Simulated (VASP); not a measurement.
# InSe (Cm) in VASP: further runs, part 2 of 2

VASP 6.6.1. Earlier steps stand in the parts before.

## 3. Single point, PBEsol (atom 1 (In) moved -0.100 Å along Cartesian [0 0 1])

Input file INCAR:

```
ALGO     = Normal         # electronic algorithm
EDIFF    = 1E-7           # SCF threshold, eV
ENCUT    = 520            # plane-wave cutoff, eV
GGA      = PS             # functional
ISIF     = 2              # what is computed and relaxed
ISMEAR   = 0              # smearing method
LASPH    = True           # aspherical terms in the spheres
LCHARG   = False          # write CHGCAR
LREAL    = False          # projectors in reciprocal space
LWAVE    = False          # write WAVECAR
NBANDS   = 27             # bands
NELM     = 100            # most SCF steps
PREC     = Accurate       # precision mode
SIGMA    = 0.05           # smearing width, eV
```

Input file KPOINTS:

```
k-points
0
Gamma
  8 8 6
```

Input file POSCAR:

```
InSe
1.0
    5.8749264423     -2.0552742521     -0.0052948673
    5.8749264423      2.0552742521     -0.0052948673
   -1.6051187023      0.0000000000      4.2720903652
In Se
2 2
Direct
    0.8826039009      0.8826039009      0.0056382602
    0.1141973411      0.1141973411      0.9709460661
    0.6547212217      0.6547212217      0.6374867706
    0.3452787783      0.3452787783      0.3625132294
```

Potentials or basis: VASP PAW PBE potentials, release 64 (In_d, Se).

Launch:

```bash
> cat potpaw_PBE.64/In_d/POTCAR potpaw_PBE.64/Se/POTCAR > POTCAR
> mpirun -np 1 vasp_std > vasp.out
```

OUTCAR:

```text
EDIFF = 1E-7
   ENCUT = 520
   GGA = PS
   ISIF = 2
   ISMEAR = 0
   LASPH = True
   LREAL = False
   NELM = 100
   PREC = Accurate

 ion  position               nearest neighbor table
   1  0.883  0.883  0.006-   3 2.61   4 2.75   4 2.75   2 2.78   2 3.72   2 3.72
   2  0.114  0.114  0.971-   4 2.67   3 2.70   3 2.70   1 2.78   1 3.72   1 3.72
   3  0.655  0.655  0.637-   1 2.61   2 2.70   2 2.70
   4  0.345  0.345  0.363-   2 2.67   1 2.75   1 2.75

  LATTYP: Found a base centered monoclinic cell.
 ALAT       =    11.7498576567
 B/A-ratio  =     0.3498381533
 C/A-ratio  =     0.3884028818
 COS(beta)  =    -0.3525595217

  Lattice vectors:

 A1 = (   5.8749264423,  -2.0552742521,  -0.0052948673)
 A2 = (   5.8749264423,   2.0552742521,  -0.0052948673)
 A3 = (  -1.6051187023,   0.0000000000,   4.2720903652)

Analysis of symmetry for initial positions (statically):
=====================================================================
 Subroutine PRICEL returns:
 Original cell was already a primitive cell.

 Routine SETGRP: Setting up the symmetry group for a
 base centered monoclinic supercell.

 Subroutine GETGRP returns: Found  2 space group operations
 (whereof  2 operations were pure point group operations)
 out of a pool of  4 trial point group operations.

The static configuration has the point symmetry C_1h.

Analysis of symmetry for dynamics (positions and initial velocities):
=====================================================================
 Subroutine PRICEL returns:
 Original cell was already a primitive cell.

 Routine SETGRP: Setting up the symmetry group for a
 base centered monoclinic supercell.

 Subroutine GETGRP returns: Found  2 space group operations
 (whereof  2 operations were pure point group operations)
 out of a pool of  4 trial point group operations.

The dynamic configuration has the point symmetry C_1h.

 Subroutine INISYM returns: Found  2 space group operations
 (whereof  2 operations are pure point group operations),
 and found     1 'primitive' translations

----------------------------------------------------------------------------------------

                                     Primitive cell

  volume of cell :     103.1325

  direct lattice vectors                    reciprocal lattice vectors
     5.874926442 -2.055274252 -0.005294867     0.085136278 -0.243276536  0.031987580
     5.874926442  2.055274252 -0.005294867     0.085136278  0.243276536  0.031987580
    -1.605118702  0.000000000  4.272090365     0.000211037  0.000000000  0.234156737

  length of vectors
     6.224061455  6.224061455  4.563678575     0.259720742  0.259720742  0.234156832

  position of ions in fractional coordinates (direct lattice)
     0.882603901  0.882603901  0.005638260
     0.114197341  0.114197341  0.970946066
     0.654721222  0.654721222  0.637486771
     0.345278778  0.345278778  0.362513229

  ion indices of the primitive-cell ions
   primitive index   ion index
                 1           1
                 2           2
                 3           3
                 4           4

----------------------------------------------------------------------------------------

 KPOINTS: k-points

Automatic generation of k-mesh.
 Grid dimensions read from file:
 generate k-points for:    8    8    6

 Generating k-lattice:

  Cartesian coordinates                     Fractional coordinates (reciprocal lattice)
     0.010642035 -0.030409567  0.003998447     0.125000000 -0.000000000  0.000000000
     0.010642035  0.030409567  0.003998447    -0.000000000  0.125000000  0.000000000
     0.000035173  0.000000000  0.039026123     0.000000000  0.000000000  0.166666667

  Length of vectors
     0.032465093  0.032465093  0.039026139

  Shift w.r.t. Gamma in fractional coordinates (k-lattice)
     0.000000000  0.000000000  0.000000000

 Subroutine IBZKPT returns following result:
 ===========================================

 Found    114 irreducible k-points:

 Following reciprocal coordinates:
            Coordinates               Weight
  0.000000  0.000000  0.000000      1.000000
  0.125000  0.000000  0.000000      4.000000
  0.250000  0.000000  0.000000      4.000000
  0.375000  0.000000  0.000000      4.000000
  0.500000  0.000000  0.000000      2.000000
  0.125000  0.125000  0.000000      2.000000
[... 16 lines left out ...]
  0.125000  0.000000  0.166667      4.000000
  0.250000  0.000000  0.166667      4.000000
 [... further k-points ...]
   k-points           NKPTS =    114   k-points in BZ     NKDIM =    114   number of bands    NBANDS=     27
   number of dos      NEDOS =    301   number of ions     NIONS =      4
   total plane-waves  NPLWV =  82944
   dimension x,y,z NGX =    48 NGY =   48 NGZ =   36
   dimension x,y,z NGXF=    96 NGYF=   96 NGZF=   72
   ions per type =               2   2
   NGX,Y,Z   is equivalent  to a cutoff of  12.82, 12.82, 13.11 a.u.
   NGXF,Y,Z  is equivalent  to a cutoff of  25.64, 25.64, 26.23 a.u.
 SYSTEM =  unknown system
   PREC   = accura    normal or accurate (medium, high low for compatibility)
   ISTART =      0    job   : 0-new  1-cont  2-samecut
   ICHARG =      2    charge: 1-file 2-atom 10-const
   ISPIN  =      1    spin polarized calculation?
   LNONCOLLINEAR =      F non collinear calculations
   LSORBIT =      F    spin-orbit coupling
   LASPH  =      T    aspherical Exc in radial PAW
   ENCUT  =  520.0 eV  38.22 Ry    6.18 a.u.  11.57 11.57  8.49*2*pi/ulx,y,z
   NELM   =    100;   NELMIN=  2; NELMDL= -5     # of ELM steps
   EDIFF  = 0.1E-06   stopping-criterion for ELM
   LREAL  =      F    real-space projection
   EDIFFG = 0.1E-05   stopping-criterion for IOM
   NSW    =      0    number of steps for IOM
   IBRION =     -1    ionic relax: 0-MD 1-quasi-New 2-CG
   NFREE  =      0    steps in history (QN), initial steepest desc. (CG)
   ISIF   =      2    stress and relaxation
   ISYM   =      2    0-nonsym 1-usesym 2-fastsym
   POTIM  = 0.5000    time-step for ionic-motion
   TEBEG  =    0.0;   TEEND  =   0.0 temperature during run
   PSTRESS=    0.0 pullay stress
   NELECT =      38.0000    total number of electrons
   NUPDOWN=      -1.0000    fix difference up-down
   EMIN   =  10.00;   EMAX   =-10.00  energy-range for DOS
   EFERMI =   0.00;   METHOD = LEGACY
   ISMEAR =     0;   SIGMA  =   0.05  broadening in eV -4-tet -1-fermi 0-gaus
   EFERMI_NEDOS =   21; number of points for ismear=-14 and -15
   IALGO  =     38    algorithm
   IMIX   =      4    mixing-type and parameters
     AMIX     =   0.40;   BMIX     =  1.00
     AMIX_MAG =   1.60;   BMIX_MAG =  1.00
  volume/ion in A,a.u.               =      25.78       173.99
  Fermi-wavevector in a.u.,A,eV,Ry     =   1.173647  2.217871 18.741310  1.377447
  Thomas-Fermi vector in A             =   2.310057
   LORBIT       =      0    0 simple, 1 ext, 2 COOP (PROOUT), +10 PAW based schemes
   GGA     = PS    functional components
   LHFCALC =     F    Hartree Fock is set to
   AEXX    =    0.0000 exact exchange contribution
   IVDW    =     0    specifies the selected vdW correction
   LEPSILON=     F    determine dielectric tensor
   LRPA    =     F    only Hartree local field effects (RPA)
 non-spin polarized calculation
 Gauss-broadening in eV      SIGMA  =   0.05
  energy-cutoff  :      520.00
  volume of cell :      103.13
 maximum number of plane-waves:      2803
 NGX is ok and might be reduce to    48
   NGX = 23   NGY = 23   NGZ = 17

 number of electron      38.0000001 magnetization

 Free energy of the ion-electron system (eV)
  ---------------------------------------------------
  ext. energy  EPLUGINS =         0.00000000
  ---------------------------------------------------
  free energy    TOTEN  =       -15.53345914 eV

  energy without entropy =      -15.53345914  energy(sigma->0) =      -15.53345914

 E-fermi :   5.1888     XC(G=0):  -9.8232

 val. band max:        4.9539605178   @ k =  -0.2500  -0.2500   0.3333
 cond. band min:       5.6208261320   @ k =   0.3750   0.3750   0.0000
 fundamental gap:      0.6668656142
 Fermi energy:         5.1887667078

 k-point     1 :       0.0000    0.0000    0.0000
  band No.  band energies     occupation
      1      -9.6997      2.00000
      2      -9.5965      2.00000
      3      -9.3508      2.00000
      4      -9.3393      2.00000
      5      -9.2999      2.00000
      6      -9.2970      2.00000
[... 709 lines left out ...]
     26      11.5848      0.00000
     27      12.6613      0.00000

 [... further k-points ...]

------------------------ aborting loop because EDIFF is reached ----------------------------------------

  FORCE on cell =-STRESS in cart. coord.  units (eV):
  Direction    XX          YY          ZZ          XY          YZ          ZX
  --------------------------------------------------------------------------------------
  -------------------------------------------------------------------------------------
  Total        0.3946059     -0.2280478     -0.1672312      0.0000000      0.0000000      0.4123155
  in kB        6.1302561     -3.5427538     -2.5979588      0.0000000      0.0000000      6.4053775
  external PRESSURE =      -0.0034855 kB  Pullay stress =       0.0000000 kB

 VOLUME and BASIS-vectors are now :
 -----------------------------------------------------------------------------
  energy-cutoff  :      520.00
  volume of cell :      103.13
      direct lattice vectors                 reciprocal lattice vectors
     5.874926442 -2.055274252 -0.005294867     0.085136278 -0.243276536  0.031987580
     5.874926442  2.055274252 -0.005294867     0.085136278  0.243276536  0.031987580
    -1.605118702  0.000000000  4.272090365     0.000211037  0.000000000  0.234156737

 POSITION                                       TOTAL-FORCE (eV/Angst)
 -----------------------------------------------------------------------------------
     10.36142      0.00000      0.01474         0.072499      0.000000      0.380364
     -0.21668      0.00000      4.14676         0.030827      0.000000      0.063212
      6.66964      0.00000      2.71647        -0.226866      0.000000     -0.222880
      3.47510      0.00000      1.54503         0.123540      0.000000     -0.220696
 -----------------------------------------------------------------------------------
    total drift:                               -0.000070     -0.000000      0.000052

  FREE ENERGIE OF THE ION-ELECTRON SYSTEM (eV)
  ---------------------------------------------------
  free  energy   TOTEN  =       -15.5334591410 eV

  energy  without entropy=      -15.5334591410  energy(sigma->0) =      -15.53345914
```

Wall time 10 min (1 thread of Intel Xeon Platinum 8259CL at 2.50GHz (Skylake/Cascade Lake), shared host); peak memory 0.46 GiB.

What came out:

- Free energy: -15.5335 eV
- Pressure: 0.0 GPa
- Largest force: 0.387 eV/Å
- Band gap on the k mesh: 0.67 eV (least direct gap 1.11 eV)

Forces on the atoms (eV/Å):
```
In   0.072  0.000  0.380
In   0.031  0.000  0.063
Se  -0.227  0.000 -0.223
Se   0.124  0.000 -0.221
```

Stress tensor (GPa, compression positive):
```
 0.61  0.00  0.64
 0.00 -0.35  0.00
 0.64  0.00 -0.26
```

Caveat: the cell differs from its parent crystal (atom 1 (In) moved -0.100 Å along Cartesian [0 0 1]); the PAW data sets were made with another functional, which shifts forces and pressure a little; spin-orbit coupling is left out, which moves the levels of the heavy elements. A k mesh can miss the band edges.

## 4. Single point, PBEsol (atom 1 (In) moved +0.080 Å along Cartesian [0 0 1])

Input file INCAR:

```
SYSTEM = InSe
  ALGO = Normal
  EDIFF = 1E-7
  ENCUT = 520
  GGA = PS
  ISIF = 2
  ISMEAR = 0
  LASPH = .TRUE.
  LCHARG = .FALSE.
  LREAL = .FALSE.
  LWAVE = .FALSE.
  NBANDS = 27
  NELM = 100
  PREC = Accurate
  SIGMA = 0.05
```

Input file KPOINTS:

```
k-points
0
G
  8 8 6
  0 0 0
```

Changes to POSCAR since step 3:

```diff
@@ -8,3 +8,3 @@
 Direct
-    0.8826039009      0.8826039009      0.0056382602
+    0.8883616653      0.8883616653      0.0477864729
     0.1141973411      0.1141973411      0.9709460661
```

Launch:

```bash
> cat potpaw_PBE.64/In_d/POTCAR potpaw_PBE.64/Se/POTCAR > POTCAR
> mpirun -np 1 vasp_std > vasp.out
```

It took 10 min on 1 thread of Intel Xeon Platinum 8259CL at 2.50GHz (Skylake/Cascade Lake), shared host; peak memory 0.45 GiB.

It converged, with:

| Item | Value |
| --- | --- |
| Free energy | -15.5393 eV |
| Pressure | 0.2 GPa |
| Largest force | 0.336 eV/Å |
| Band gap on the k mesh | 0.70 eV (least direct gap 0.98 eV) |

Forces on the atoms (eV/Å):
```
In   0.067  0.000 -0.329
In  -0.067  0.000 -0.035
Se   0.133  0.000  0.125
Se  -0.134  0.000  0.239
```

Stress tensor (GPa, compression positive):
```
-0.22  0.00 -0.43
 0.00  0.60  0.00
-0.43  0.00  0.34
```

Levels at points of the mesh, in eV from the valence-band top:
```csv
k point,band 15,band 16,band 17,band 18,band 19,band 20,band 21,band 22,band 23,band 24
"(0.00, 0.00, 0.00)",-3.72,-2.64,-2.45,-1.88,-1.62,2.57,3.26,3.70,5.00,5.12
"(0.50, 0.00, 0.00)",-2.58,-2.19,-1.74,-1.53,-1.22,1.58,2.40,3.23,3.42,4.32
"(0.50, 0.50, 0.00)",-2.94,-2.56,-1.27,-0.99,-0.42,1.02,2.50,2.60,4.30,5.82
"(0.00, 0.00, 0.50)",-2.09,-1.99,-1.78,-1.34,-0.27,0.72,2.27,3.28,3.38,5.59
"(0.50, 0.00, 0.50)",-4.04,-3.50,-2.71,-2.51,-1.95,2.06,2.89,4.23,4.39,6.87
"(0.50, 0.50, 0.50)",-2.70,-1.81,-1.61,-1.22,-0.45,1.88,2.85,3.10,3.93,4.92
```

Caveat: the cell differs from its parent crystal (atom 1 (In) moved +0.080 Å along Cartesian [0 0 1]); the PAW data sets were made with another functional, which shifts forces and pressure a little; spin-orbit coupling is left out, which moves the levels of the heavy elements. A k mesh can miss the band edges.

## 5. Summary

```csv
cell,gap on the mesh (eV),pressure (GPa),largest force (eV/Å)
"as given, atomic positions A",0.68,0.0,0.15
"as given, atomic positions B",0.67,0.0,0.39
"as given, atomic positions C",0.70,0.2,0.34
```

Alike in all rows: task single point; level PBEsol; potentials or basis VASP PAW PBE potentials, release 64 (In_d, Se); no spin polarisation; k mesh 8 × 8 × 6; cutoff (eV) 520; smearing gaussian 0.05 eV.

Caveats: the PAW data sets were made with another functional, which shifts forces and pressure a little; spin-orbit coupling is left out, which moves the levels of the heavy elements.

Absolute energies hang on the potentials; compare differences alone.
